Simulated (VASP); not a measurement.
A run of VASP 6.6.1 is set up as follows.

File INCAR:

```
PREC = Accurate ; ENCUT = 520
EDIFF = 1E-6 ; ISMEAR = 0
SIGMA = 0.05 ; LREAL = False
LASPH = True ; NELM = 100
ALGO = Normal ; ISIF = 2
LWAVE = False ; LCHARG = False
GGA = CA ; NBANDS = 33
```

KPOINTS

```
regular mesh
0
Gamma
  6 6 2
```

File POSCAR:

```
K3I2Br
1.0
    4.5933000000      0.0000000000      0.0000000000
   -2.2966500000      3.9779144872      0.0000000000
    0.0000000000      0.0000000000     10.6426000000
K I Br
3 2 1
Direct
    0.0000000000      0.0000000000      0.5000000000
    0.3333333333      0.6666666667      0.1475822810
    0.6666666667      0.3333333333      0.8524177190
    0.3333333333      0.6666666667      0.6761811855
    0.6666666667      0.3333333333      0.3238188145
    0.0000000000      0.0000000000      0.0000000000
```

Potentials or basis: VASP PAW LDA potentials, release 64 (K_sv, I, Br).

The run is started by

```sh
$ cat potpaw_LDA.64/K_sv/POTCAR potpaw_LDA.64/I/POTCAR potpaw_LDA.64/Br/POTCAR > POTCAR
$ mpirun -np 1 vasp_std > vasp.out
```

Q: What does it give for the pressure?

A: 3.3 GPa.

Q: Estimate the band gap on the k mesh.

A: 4.22 eV.

Stress tensor (GPa, compression positive):
```
3.23 0.00 0.00
0.00 3.23 0.00
0.00 0.00 3.42
```

Caveat: the cell stands under pressure; spin-orbit coupling is left out, which moves the levels of the heavy elements. A k mesh can miss the band edges.
